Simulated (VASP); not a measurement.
# Ti3Ga (Fm-3m) in VASP: notebook, part 2 of 3

VASP 6.6.1. The steps go on from the part before.

### 4 Single point, LDA

The input, INCAR:

```
SYSTEM = Ti3Ga
PREC = Accurate ; ENCUT = 500
EDIFF = 1E-6 ; ISMEAR = 0
SIGMA = 0.2 ; LREAL = .FALSE.
LASPH = .TRUE. ; NELM = 120
ALGO = Normal ; ISIF = 2
LWAVE = .FALSE. ; LCHARG = .TRUE.
LELF = .TRUE. ; LVHAR = .TRUE.
NBANDS = 32 ; GGA_COMPAT = .FALSE.
```

The input, KPOINTS:

```
Automatic mesh
0
G
  6 6 6
  0 0 0
```

The input, POSCAR:

```
Ti3Ga
1.0
    0.0000000000      3.1977420000      3.1977420000
    3.1977420000      0.0000000000      3.1977420000
    3.1977420000      3.1977420000      0.0000000000
Ti Ga
3 1
Direct
    0.7500000000      0.7500000000      0.7500000000
    0.2500000000      0.2500000000      0.2500000000
    0.0000000000      0.0000000000      0.0000000000
    0.5000000000      0.5000000000      0.5000000000
```

Potentials or basis: VASP PAW LDA potentials, release 64 (Ti_sv, Ga_d).

Launch:

```sh
> cat potpaw_LDA.64/Ti_sv/POTCAR potpaw_LDA.64/Ga_d/POTCAR > POTCAR
> mpirun -np 1 vasp_std > vasp.out
```

OUTCAR:

```text
SYSTEM = Ti3Ga
   PREC = Accurate
   ENCUT = 500
   EDIFF = 1E-6
   ISMEAR = 0
   LREAL = .FALSE.
   LASPH = .TRUE.
   NELM = 120
   ISIF = 2

 ion  position               nearest neighbor table
   1  0.750  0.750  0.750-   4 2.77   4 2.77   4 2.77   3 2.77   4 2.77   3 2.77   3 2.77   3 2.77

   2  0.250  0.250  0.250-   3 2.77   3 2.77   3 2.77   3 2.77   4 2.77   4 2.77   4 2.77   4 2.77

   3  0.000  0.000  0.000-   1 2.77   1 2.77   1 2.77   1 2.77   2 2.77   2 2.77   2 2.77   2 2.77

   4  0.500  0.500  0.500-   2 2.77   2 2.77   2 2.77   1 2.77   2 2.77   1 2.77   1 2.77   1 2.77

  LATTYP: Found a face centered cubic cell.
 ALAT       =     6.3954840000

  Lattice vectors:

 A1 = (   0.0000000000,   3.1977420000,   3.1977420000)
 A2 = (   3.1977420000,   0.0000000000,   3.1977420000)
 A3 = (   3.1977420000,   3.1977420000,   0.0000000000)

Analysis of symmetry for initial positions (statically):
=====================================================================
 Subroutine PRICEL returns:
 Original cell was already a primitive cell.

 Routine SETGRP: Setting up the symmetry group for a
 face centered cubic supercell.

 Subroutine GETGRP returns: Found 48 space group operations
 (whereof 48 operations were pure point group operations)
 out of a pool of 48 trial point group operations.

The static configuration has the point symmetry O_h .

Analysis of symmetry for dynamics (positions and initial velocities):
=====================================================================
 Subroutine PRICEL returns:
 Original cell was already a primitive cell.

 Routine SETGRP: Setting up the symmetry group for a
 face centered cubic supercell.

 Subroutine GETGRP returns: Found 48 space group operations
 (whereof 48 operations were pure point group operations)
 out of a pool of 48 trial point group operations.

The dynamic configuration has the point symmetry O_h .

 Subroutine INISYM returns: Found 48 space group operations
 (whereof 48 operations are pure point group operations),
 and found     1 'primitive' translations

----------------------------------------------------------------------------------------

                                     Primitive cell

  volume of cell :      65.3974

  direct lattice vectors                    reciprocal lattice vectors
     0.000000000  3.197742000  3.197742000    -0.156360332  0.156360332  0.156360332
     3.197742000  0.000000000  3.197742000     0.156360332 -0.156360332  0.156360332
     3.197742000  3.197742000  0.000000000     0.156360332  0.156360332 -0.156360332

  length of vectors
     4.522290105  4.522290105  4.522290105     0.270824039  0.270824039  0.270824039

  position of ions in fractional coordinates (direct lattice)
     0.750000000  0.750000000  0.750000000
     0.250000000  0.250000000  0.250000000
     0.000000000  0.000000000  0.000000000
     0.500000000  0.500000000  0.500000000

  ion indices of the primitive-cell ions
   primitive index   ion index
                 1           1
                 2           2
                 3           3
                 4           4

----------------------------------------------------------------------------------------

 KPOINTS: Automatic mesh

Automatic generation of k-mesh.
 Grid dimensions read from file:
 generate k-points for:    6    6    6

 Generating k-lattice:

  Cartesian coordinates                     Fractional coordinates (reciprocal lattice)
    -0.026060055  0.026060055  0.026060055     0.166666667  0.000000000  0.000000000
     0.026060055 -0.026060055  0.026060055     0.000000000  0.166666667  0.000000000
     0.026060055  0.026060055 -0.026060055     0.000000000  0.000000000  0.166666667

  Length of vectors
     0.045137340  0.045137340  0.045137340

  Shift w.r.t. Gamma in fractional coordinates (k-lattice)
     0.000000000  0.000000000  0.000000000

 Subroutine IBZKPT returns following result:
 ===========================================

 Found     16 irreducible k-points:

 Following reciprocal coordinates:
            Coordinates               Weight
  0.000000  0.000000  0.000000      1.000000
  0.166667  0.000000  0.000000      8.000000
  0.333333  0.000000  0.000000      8.000000
  0.500000  0.000000  0.000000      4.000000
  0.166667  0.166667  0.000000      6.000000
  0.333333  0.166667  0.000000     24.000000
[... 8 lines left out ...]
 -0.333333  0.333333  0.166667     24.000000
 -0.333333  0.500000  0.166667     12.000000
   k-points           NKPTS =     16   k-points in BZ     NKDIM =     16   number of bands    NBANDS=     32
   number of dos      NEDOS =    301   number of ions     NIONS =      4
   total plane-waves  NPLWV =  46656
   dimension x,y,z NGX =    36 NGY =   36 NGZ =   36
   dimension x,y,z NGXF=    72 NGYF=   72 NGZF=   72
   ions per type =               3   1
   NGX,Y,Z   is equivalent  to a cutoff of  13.23, 13.23, 13.23 a.u.
   NGXF,Y,Z  is equivalent  to a cutoff of  26.47, 26.47, 26.47 a.u.
 SYSTEM =  Ti3Ga
   PREC   = accura    normal or accurate (medium, high low for compatibility)
   ISTART =      0    job   : 0-new  1-cont  2-samecut
   ICHARG =      2    charge: 1-file 2-atom 10-const
   ISPIN  =      1    spin polarized calculation?
   LNONCOLLINEAR =      F non collinear calculations
   LSORBIT =      F    spin-orbit coupling
   LASPH  =      T    aspherical Exc in radial PAW
   ENCUT  =  500.0 eV  36.75 Ry    6.06 a.u.   8.25  8.25  8.25*2*pi/ulx,y,z
   NELM   =    120;   NELMIN=  2; NELMDL= -5     # of ELM steps
   EDIFF  = 0.1E-05   stopping-criterion for ELM
   LREAL  =      F    real-space projection
   EDIFFG = 0.1E-04   stopping-criterion for IOM
   NSW    =      0    number of steps for IOM
   IBRION =     -1    ionic relax: 0-MD 1-quasi-New 2-CG
   NFREE  =      0    steps in history (QN), initial steepest desc. (CG)
   ISIF   =      2    stress and relaxation
   ISYM   =      2    0-nonsym 1-usesym 2-fastsym
   POTIM  = 0.5000    time-step for ionic-motion
   TEBEG  =    0.0;   TEEND  =   0.0 temperature during run
   PSTRESS=    0.0 pullay stress
   NELECT =      49.0000    total number of electrons
   NUPDOWN=      -1.0000    fix difference up-down
   EMIN   =  10.00;   EMAX   =-10.00  energy-range for DOS
   EFERMI =   0.00;   METHOD = LEGACY
   ISMEAR =     0;   SIGMA  =   0.20  broadening in eV -4-tet -1-fermi 0-gaus
   EFERMI_NEDOS =   21; number of points for ismear=-14 and -15
   IALGO  =     38    algorithm
   IMIX   =      4    mixing-type and parameters
     AMIX     =   0.40;   BMIX     =  1.00
     AMIX_MAG =   1.60;   BMIX_MAG =  1.00
  volume/ion in A,a.u.               =      16.35       110.33
  Fermi-wavevector in a.u.,A,eV,Ry     =   1.486917  2.809866 30.081428  2.210923
  Thomas-Fermi vector in A             =   2.600143
   LORBIT       =      0    0 simple, 1 ext, 2 COOP (PROOUT), +10 PAW based schemes
   GGA     = CA    functional components
   LHFCALC =     F    Hartree Fock is set to
   AEXX    =    0.0000 exact exchange contribution
   IVDW    =     0    specifies the selected vdW correction
   LEPSILON=     F    determine dielectric tensor
   LRPA    =     F    only Hartree local field effects (RPA)
 non-spin polarized calculation
 Gauss-broadening in eV      SIGMA  =   0.20
  energy-cutoff  :      500.00
  volume of cell :       65.40
 maximum number of plane-waves:      1676
 NGX is ok and might be reduce to    36
   NGX = 17   NGY = 17   NGZ = 17

 number of electron      49.0000020 magnetization

 Free energy of the ion-electron system (eV)
  ---------------------------------------------------
  ext. energy  EPLUGINS =         0.00000000
  ---------------------------------------------------
  free energy    TOTEN  =       -30.11358801 eV

  energy without entropy =      -29.97759227  energy(sigma->0) =      -30.04559014

 E-fermi :   7.9817     XC(G=0): -12.0806

 val. band max:        7.9738286248   @ k =   0.1667   0.0000   0.0000
 cond. band min:       7.9920651582   @ k =   0.5000   0.3333   0.0000
 fundamental gap:      0.0182365334
 Fermi energy:         7.9816724115

 k-point     1 :       0.0000    0.0000    0.0000
  band No.  band energies     occupation
      1     -47.9394      2.00000
      2     -47.8668      2.00000
      3     -47.5452      2.00000
      4     -24.6131      2.00000
      5     -24.6131      2.00000
      6     -24.6131      2.00000
[... 549 lines left out ...]
     31      10.4568      0.00000
     32      10.5486      0.00000

------------------------ aborting loop because EDIFF is reached ----------------------------------------

  FORCE on cell =-STRESS in cart. coord.  units (eV):
  Direction    XX          YY          ZZ          XY          YZ          ZX
  --------------------------------------------------------------------------------------
  -------------------------------------------------------------------------------------
  Total       -3.5710153     -3.5710153     -3.5710153      0.0000000      0.0000000      0.0000000
  in kB      -87.4867006    -87.4867006    -87.4867006      0.0000000      0.0000000      0.0000000
  external PRESSURE =     -87.4867006 kB  Pullay stress =       0.0000000 kB

 VOLUME and BASIS-vectors are now :
 -----------------------------------------------------------------------------
  energy-cutoff  :      500.00
  volume of cell :       65.40
      direct lattice vectors                 reciprocal lattice vectors
     0.000000000  3.197742000  3.197742000    -0.156360332  0.156360332  0.156360332
     3.197742000  0.000000000  3.197742000     0.156360332 -0.156360332  0.156360332
     3.197742000  3.197742000  0.000000000     0.156360332  0.156360332 -0.156360332

 POSITION                                       TOTAL-FORCE (eV/Angst)
 -----------------------------------------------------------------------------------
      4.79661      4.79661      4.79661         0.000000     -0.000000      0.000000
      1.59887      1.59887      1.59887         0.000000      0.000000     -0.000000
      0.00000      0.00000      0.00000        -0.000000     -0.000000     -0.000000
      3.19774      3.19774      3.19774        -0.000000     -0.000000     -0.000000
 -----------------------------------------------------------------------------------
    total drift:                                0.000000      0.000000      0.000000

  FREE ENERGIE OF THE ION-ELECTRON SYSTEM (eV)
  ---------------------------------------------------
  free  energy   TOTEN  =       -30.1135880121 eV

  energy  without entropy=      -29.9775922707  energy(sigma->0) =      -30.04559014
```

stdout:

```text
POSCAR found type information on POSCAR TiGa
 POSCAR found :  2 types and       4 ions
 scaLAPACK will be used
 LDA part: xc-table for (Slater(with rela. corr.)+CA(PZ))
 , standard interpolation
 POSCAR, INCAR and KPOINTS ok, starting setup
 FFT: planning ... GRIDC
 FFT: planning ... GRID_SOFT
 FFT: planning ... GRID
 WAVECAR not read
 entering main loop
```

Run time: 48 s. Hardware: 1 thread of Intel Xeon Platinum 8488C (Sapphire Rapids), shared host; peak memory 0.18 GiB.

What came out:

```yaml
Free_energy: -30.1136 eV
Pressure: -8.7 GPa
Band_gap_on_the_k_mesh: zero (an odd number of electrons rules out a gap without spin polarisation)
```

Caveat: the cell stands under tension.

[end of part 2 of 3]
